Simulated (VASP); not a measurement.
Al7SiCN7, 96 atoms in the cell. The typed cell holds 96 atoms: a = 9.352 Å, b = 10.793 Å, c = 9.981 Å, α = 90.00°, β = 90.00°, γ = 90.00°. 

- Program: VASP 6.6.1
- Task: single point
- Functional: PBEsol
- Potentials or basis: VASP PAW PBE potentials, release 64 (Al, Si, N, C)
- Cutoff: 520 eV
- k mesh: 1 × 1 × 1, shifted
- Occupations: fermi-dirac, width 0.05 eV
- Spin: no spin polarisation
- Dipole correction: no
- Further INCAR settings: LREAL = Auto; ALGO = Normal; EDIFF = 1e-06; NBANDS = 246; ISYM = 0

Potentials or basis: VASP PAW PBE potentials, release 64 (Al, Si, N, C).

Run with:

```sh
$ cat potpaw_PBE.64/Al/POTCAR potpaw_PBE.64/Si/POTCAR potpaw_PBE.64/N/POTCAR potpaw_PBE.64/C/POTCAR > POTCAR
$ mpirun -np 1 vasp_std > vasp.out
```

Hardware: 1 thread of Intel Xeon 8259CL (shared host).

Task: Estimate the wall time of this run.

Result: It took 51 min on 1 thread of Intel Xeon 8259CL, with other jobs on the host, peak memory 1.3 GiB. Counts: scf iterations 16, k points 4.
